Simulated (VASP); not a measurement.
# Ir (P6_3/mmc) in VASP: a series of runs, part 3 of 3

VASP 6.6.1.

### Step 5. Relaxation of cell and atoms, PBE

INCAR

```
SYSTEM = Ir
PREC = Accurate
ENCUT = 600
EDIFF = 1E-6
ISMEAR = 0
SIGMA = 0.1
LREAL = .False.
LASPH = .True.
NELM = 60
ALGO = Normal
ISIF = 3
LWAVE = .False.
LCHARG = .False.
GGA = PE
IBRION = 2
NSW = 100
EDIFFG = -0.005
```

KPOINTS

```
Automatic mesh
0
Gamma
  18 18 10
  0 0 0
```

POSCAR

```
Ir
1.0
    2.7462211343      0.0000000000      0.0000000000
   -1.3731105672      2.3782972667      0.0000000000
    0.0000000000      0.0000000000      4.4535371142
Ir
2
Direct
    0.0000000000      0.0000000000      0.0000000000
    0.3333333333      0.6666666667      0.5000000000
```

Potentials or basis: VASP PAW PBE potentials, release 64 (Ir).

Run with:

```sh
> cat potpaw_PBE.64/Ir/POTCAR > POTCAR
> mpirun -np 1 vasp_std > vasp.out
```

OUTCAR:

```text
SYSTEM = Ir
   PREC = Accurate
   ENCUT = 600
   EDIFF = 1E-6
   ISMEAR = 0
   LREAL = .False.
   LASPH = .True.
   NELM = 60
   ISIF = 3
   GGA = PE
   IBRION = 2
   NSW = 100
   EDIFFG = -0.005

 ion  position               nearest neighbor table
   1  0.000  0.000  0.000-   2 2.73   2 2.73   2 2.73   2 2.73   2 2.73   2 2.73
   2  0.333  0.667  0.500-   1 2.73   1 2.73   1 2.73   1 2.73   1 2.73   1 2.73

  LATTYP: Found a hexagonal cell.
 ALAT       =     2.7462211343
 C/A-ratio  =     1.6216964681

  Lattice vectors:

 A1 = (   2.7462211343,   0.0000000000,   0.0000000000)
 A2 = (  -1.3731105672,   2.3782972667,   0.0000000000)
 A3 = (   0.0000000000,   0.0000000000,   4.4535371142)

Analysis of symmetry for initial positions (statically):
=====================================================================
 Subroutine PRICEL returns:
 Original cell was already a primitive cell.

 Routine SETGRP: Setting up the symmetry group for a
 hexagonal supercell.

 Subroutine GETGRP returns: Found 24 space group operations
 (whereof 12 operations were pure point group operations)
 out of a pool of 24 trial point group operations.

The static configuration has the point symmetry D_3h.
 The point group associated with its full space group is D_6h.

Analysis of symmetry for dynamics (positions and initial velocities):
=====================================================================
 Subroutine PRICEL returns:
 Original cell was already a primitive cell.

 Routine SETGRP: Setting up the symmetry group for a
 hexagonal supercell.

 Subroutine GETGRP returns: Found 24 space group operations
 (whereof 12 operations were pure point group operations)
 out of a pool of 24 trial point group operations.

The dynamic configuration has the point symmetry D_3h.
 The point group associated with its full space group is D_6h.

 Subroutine INISYM returns: Found 24 space group operations
 (whereof 12 operations are pure point group operations),
 and found     1 'primitive' translations

----------------------------------------------------------------------------------------

                                     Primitive cell

  volume of cell :      29.0875

  direct lattice vectors                    reciprocal lattice vectors
     2.746221134  0.000000000  0.000000000     0.364136736  0.210234443  0.000000000
    -1.373110567  2.378297267  0.000000000     0.000000000  0.420468885  0.000000000
     0.000000000  0.000000000  4.453537114     0.000000000  0.000000000  0.224540623

  length of vectors
     2.746221134  2.746221134  4.453537114     0.420468885  0.420468885  0.224540623

  position of ions in fractional coordinates (direct lattice)
     0.000000000  0.000000000  0.000000000
     0.333333333  0.666666667  0.500000000

  ion indices of the primitive-cell ions
   primitive index   ion index
                 1           1
                 2           2

----------------------------------------------------------------------------------------

 KPOINTS: Automatic mesh

Automatic generation of k-mesh.
 Grid dimensions read from file:
 generate k-points for:   18   18   10

 Generating k-lattice:

  Cartesian coordinates                     Fractional coordinates (reciprocal lattice)
     0.020229819  0.011679691  0.000000000     0.055555556  0.000000000  0.000000000
[... 47 lines left out ...]
   NGX,Y,Z   is equivalent  to a cutoff of  14.53, 14.53, 13.44 a.u.
   NGXF,Y,Z  is equivalent  to a cutoff of  29.06, 29.06, 26.88 a.u.
 SYSTEM =  Ir
   PREC   = accura    normal or accurate (medium, high low for compatibility)
   ISTART =      0    job   : 0-new  1-cont  2-samecut
   ICHARG =      2    charge: 1-file 2-atom 10-const
   ISPIN  =      1    spin polarized calculation?
   LNONCOLLINEAR =      F non collinear calculations
   LSORBIT =      F    spin-orbit coupling
   LASPH  =      T    aspherical Exc in radial PAW
   ENCUT  =  600.0 eV  44.10 Ry    6.64 a.u.   5.48  5.48  8.89*2*pi/ulx,y,z
   NELM   =     60;   NELMIN=  2; NELMDL= -5     # of ELM steps
   EDIFF  = 0.1E-05   stopping-criterion for ELM
   LREAL  =      F    real-space projection
   EDIFFG = -.5E-02   stopping-criterion for IOM
   NSW    =    100    number of steps for IOM
   IBRION =      2    ionic relax: 0-MD 1-quasi-New 2-CG
   NFREE  =      1    steps in history (QN), initial steepest desc. (CG)
   ISIF   =      3    stress and relaxation
   ISYM   =      2    0-nonsym 1-usesym 2-fastsym
   POTIM  = 0.5000    time-step for ionic-motion
   TEBEG  =    0.0;   TEEND  =   0.0 temperature during run
   PSTRESS=    0.0 pullay stress
   NELECT =      18.0000    total number of electrons
   NUPDOWN=      -1.0000    fix difference up-down
   EMIN   =  10.00;   EMAX   =-10.00  energy-range for DOS
   EFERMI =   0.00;   METHOD = LEGACY
   ISMEAR =     0;   SIGMA  =   0.10  broadening in eV -4-tet -1-fermi 0-gaus
   EFERMI_NEDOS =   21; number of points for ismear=-14 and -15
   IALGO  =     38    algorithm
   IMIX   =      4    mixing-type and parameters
     AMIX     =   0.40;   BMIX     =  1.00
     AMIX_MAG =   1.60;   BMIX_MAG =  1.00
  volume/ion in A,a.u.               =      14.54        98.15
  Fermi-wavevector in a.u.,A,eV,Ry     =   1.395072  2.636305 26.480028  1.946227
  Thomas-Fermi vector in A             =   2.518560
   LORBIT       =      0    0 simple, 1 ext, 2 COOP (PROOUT), +10 PAW based schemes
   GGA     = PE    functional components
   LHFCALC =     F    Hartree Fock is set to
   AEXX    =    0.0000 exact exchange contribution
   IVDW    =     0    specifies the selected vdW correction
   LEPSILON=     F    determine dielectric tensor
   LRPA    =     F    only Hartree local field effects (RPA)
 conjugate gradient relaxation of ions
 non-spin polarized calculation
 Gauss-broadening in eV      SIGMA  =   0.10
  energy-cutoff  :      600.00
  volume of cell :       29.09
 maximum number of plane-waves:       996
 NGX is ok and might be reduce to    24
   NGX = 11   NGY = 11   NGZ = 17

--------------------------------------- Ionic step        1  -------------------------------------------

 number of electron      17.9999999 magnetization

 Free energy of the ion-electron system (eV)
  ---------------------------------------------------
  ext. energy  EPLUGINS =         0.00000000
  ---------------------------------------------------
  free energy    TOTEN  =       -17.55891960 eV

  energy without entropy =      -17.54833183  energy(sigma->0) =      -17.55362571

------------------------ aborting loop because EDIFF is reached ----------------------------------------

  FORCE on cell =-STRESS in cart. coord.  units (eV):
  Direction    XX          YY          ZZ          XY          YZ          ZX
  --------------------------------------------------------------------------------------
  -------------------------------------------------------------------------------------
  Total        0.1996037      0.1996037      0.1553589     -0.0000000     -0.0000000     -0.0000000
  in kB       10.9944232     10.9944232      8.5573621     -0.0000000     -0.0000000     -0.0000000
  external PRESSURE =      10.1820695 kB  Pullay stress =       0.0000000 kB
[... 131 lines left out ...]
--------------------------------------- Ionic step        5  -------------------------------------------

 number of electron      17.9999999 magnetization

 E-fermi :   9.9995     XC(G=0): -13.8039

 val. band max:        9.9980968921   @ k =   0.3889   0.0000   0.0000
 cond. band min:      10.0093993266   @ k =   0.3333   0.0000   0.4000
 fundamental gap:      0.0113024345
 Fermi energy:         9.9995421256

 k-point     1 :       0.0000    0.0000    0.0000
  band No.  band energies     occupation
      1      -0.9121      2.00000
      2       2.1227      2.00000
      3       6.2193      2.00000
      4       6.3189      2.00000
      5       6.3189      2.00000
      6       6.9464      2.00000
      7       6.9464      2.00000
      8       7.7104      2.00000
      9       7.7104      2.00000
     10       9.2535      2.00000
     11      10.2505      0.00039
     12      10.2505      0.00039
     13      16.7963      0.00000
[... 439 lines left out ...]
--------------------------------------- Ionic step        7  -------------------------------------------

 number of electron      17.9999999 magnetization

 Free energy of the ion-electron system (eV)
  ---------------------------------------------------
  ext. energy  EPLUGINS =         0.00000000
  ---------------------------------------------------
  free energy    TOTEN  =       -17.55919341 eV

  energy without entropy =      -17.54856451  energy(sigma->0) =      -17.55387896

 E-fermi :  10.0048     XC(G=0): -13.8055

 val. band max:        9.9994679272   @ k =   0.3333   0.3333   0.1000
 cond. band min:      10.0163356440   @ k =   0.3333   0.0000   0.4000
 fundamental gap:      0.0168677168
 Fermi energy:        10.0048484624

 k-point     1 :       0.0000    0.0000    0.0000
  band No.  band energies     occupation
      1      -0.9104      2.00000
      2       2.1261      2.00000
      3       6.2288      2.00000
      4       6.3216      2.00000
      5       6.3216      2.00000
      6       6.9509      2.00000
      7       6.9509      2.00000
      8       7.7086      2.00000
      9       7.7086      2.00000
     10       9.2639      2.00000
     11      10.2549      0.00041
     12      10.2549      0.00041
     13      16.8125      0.00000
[... 397 lines left out ...]
  FREE ENERGIE OF THE ION-ELECTRON SYSTEM (eV)
  ---------------------------------------------------
  free  energy   TOTEN  =       -17.5591934148 eV

  energy  without entropy=      -17.5485645081  energy(sigma->0) =      -17.55387896

 reached required accuracy - stopping structural energy minimisation
```

OSZICAR:

```text
N       E                     dE             d eps       ncg     rms          rms(c)
DAV:   1     0.171090163507E+03    0.17109E+03   -0.92234E+03  5772   0.154E+03
DAV:   2    -0.112478245752E+02   -0.18234E+03   -0.16896E+03  5842   0.390E+02
DAV:   3    -0.185280368931E+02   -0.72802E+01   -0.68297E+01  7091   0.872E+01
[... 41 lines left out ...]
       N       E                     dE             d eps       ncg     rms          rms(c)
DAV:   1    -0.175592194120E+02   -0.30792E-04   -0.18629E-03  6062   0.379E-01    0.264E-02
DAV:   2    -0.175591995130E+02    0.19899E-04   -0.27746E-05  7488   0.625E-02    0.121E-02
DAV:   3    -0.175591934509E+02    0.60621E-05   -0.94667E-06  6336   0.291E-02    0.377E-03
DAV:   4    -0.175591934148E+02    0.36025E-07   -0.64897E-07  2911   0.120E-02
   7 F= -.17559193E+02 E0= -.17553879E+02  d E =-.515401E-05
```

Run time: 2.1 min. Hardware: 1 thread of Intel Xeon Platinum 8488C (Sapphire Rapids), shared host; peak memory 0.24 GiB.

What came out:

```yaml
Free_energy: -17.5592 eV
Relaxed_volume: 14.59 Å³/atom
Relaxed_cell: a = 2.750 Å, b = 2.750 Å, c = 4.455 Å, α = 90.00°, β = 90.00°, γ = 120.00°
Space_group_after_relaxing_to_0.1_Å: P6_3/mmc (No. 194)
Energy_gained_by_relaxing: 0.1 meV/atom
Ionic_steps: 7
Pressure_after_relaxing: 0.0 GPa
Band_gap_on_the_k_mesh: zero (bands 9 and 10 overlap by 3.17 eV)
```

Step by step:
```csv
step,energy change (eV),largest force (eV/Å),pressure (GPa),volume (Å³)
1,0.0000,0.0000,1.02,29.09
2,0.0031,0.0000,-3.50,29.48
3,-0.0003,0.0000,0.01,29.17
4,-0.0003,0.0000,0.00,29.17
5,-0.0003,0.0000,-0.11,29.18
6,-0.0003,0.0000,-0.03,29.18
7,-0.0003,0.0000,-0.03,29.18
```

Final structure:
```cif
data_structure
_symmetry_space_group_name_H-M 'P 1'
_symmetry_Int_Tables_number 1
_cell_length_a 2.7498
_cell_length_b 2.7498
_cell_length_c 4.4553
_cell_angle_alpha 90.000
_cell_angle_beta 90.000
_cell_angle_gamma 120.000
_cell_volume 29.18
loop_
_atom_site_label
_atom_site_type_symbol
_atom_site_fract_x
_atom_site_fract_y
_atom_site_fract_z
_atom_site_occupancy
Ir1 Ir 0.00000 0.00000 0.00000 1
Ir2 Ir 0.33333 0.66667 0.50000 1
```

Caveat: spin-orbit coupling is left out, which moves the levels of the heavy elements.

### Step 6. The runs side by side

| task | cell | k mesh | cutoff (eV) | gap on the mesh (eV) | pressure (GPa) |
| --- | --- | --- | --- | --- | --- |
| single point | a = 2.748, b = 2.748, c = 4.453 Å, angles 90.0, 90.0, 120.0°, 2 atoms, atomic positions A | 18 × 18 × 10 | 520 | none | 0.5 |
| single point | a = 2.740, b = 2.740, c = 8.938 Å, angles 90.0, 90.0, 120.0°, 4 atoms, atomic positions B | 18 × 18 × 5 | 520 | none | 0.5 |
| single point | a = 2.737, b = 2.737, c = 13.422 Å, angles 90.0, 90.0, 120.0°, 6 atoms, atomic positions C | 18 × 18 × 4 | 520 | none | 0.5 |
| relaxation of cell and atoms | relaxed from a = 2.746, b = 2.746, c = 4.454 Å, angles 90.0, 90.0, 120.0°, 2 atoms, atomic positions A | 18 × 18 × 10 | 600 | none | 0.0 |

Alike in all rows: level PBE; potentials or basis VASP PAW PBE potentials, release 64 (Ir); no spin polarisation; smearing gaussian 0.1 eV.

Caveats: spin-orbit coupling is left out, which moves the levels of the heavy elements.

Total energies depend on the potentials used, so only differences within one code and one set of settings carry meaning.
